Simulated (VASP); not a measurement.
Write the native input for VASP 6.6.1 that does the following.

```yaml
Task: relaxation of cell and atoms
Functional: PBE
Potentials_or_basis: VASP PAW PBE potentials, release 64 (Si, C)
Cutoff: 600 eV
k_mesh: 4 × 4 × 6
Occupations: gaussian, width 0.1 eV
Spin: no spin polarisation
Dipole_correction: no
Further_INCAR_settings: ALGO = Normal; EDIFF = 1e-06; IBRION = 2; EDIFFG = -0.04; NSW = 90; ISIF = 3
```

The structure of SiC lies in POSCAR:

```
SiC
1.0
    5.0618404500      0.0000000000      0.0000000000
    0.0000000000      5.0618404500      0.0000000000
    0.0000000000      0.0000000000      2.7633232900
Si C
4 4
Direct
    0.6692432600      0.6692432600      0.5000000000
    0.1692432600      0.8307567400      0.2500000000
    0.3307567400      0.3307567400      0.0000000000
    0.8307567400      0.1692432600      0.7500000000
    0.8307567400      0.8307567400      0.0000000000
    0.3307567400      0.6692432600      0.7500000000
    0.1692432600      0.1692432600      0.5000000000
    0.6692432600      0.3307567400      0.2500000000
```

The cell was generated, and may not be a known phase.

The input as run:

INCAR

```
SYSTEM = SiC
ALGO = Normal
EDIFF = 1E-6
EDIFFG = -0.04
ENCUT = 600
GGA = PE
IBRION = 2
ISIF = 3
ISMEAR = 0
LASPH = .TRUE.
LCHARG = .FALSE.
LREAL = .FALSE.
LWAVE = .FALSE.
NELM = 80
NSW = 90
PREC = Accurate
SIGMA = 0.1
```

KPOINTS

```
k-points
0
G
  4 4 6
  0 0 0
```

Potentials or basis: VASP PAW PBE potentials, release 64 (Si, C).

Command:

```console
$ cat potpaw_PBE.64/Si/POTCAR potpaw_PBE.64/C/POTCAR > POTCAR
$ mpirun -np 1 vasp_std > vasp.out
```

Results of the run:

```
Relaxed volume                        : 10.46 Å³/atom
Relaxed cell                          : a = 5.338 Å, b = 5.338 Å, c = 2.937 Å, α = 90.00°, β = 90.00°, γ = 90.00°
Space group after relaxing (to 0.1 Å) : P4_12_12 (No. 92)
Energy gained by relaxing             : 202.6 meV/atom
Ionic steps                           : 8
Pressure after relaxing               : -0.4 GPa
Largest force after relaxing          : 0.022 eV/Å
Band gap on the k mesh                : 0.57 eV (least direct gap 2.28 eV)
```

Caveat: the volume moved by over 15 % at a fixed basis, so the end points are rough; semilocal functionals underestimate gaps, and a narrow one can read as zero.

Wall time 4.6 min on 1 thread of Intel Xeon 8259CL (shared host), peak memory 0.2 GiB.
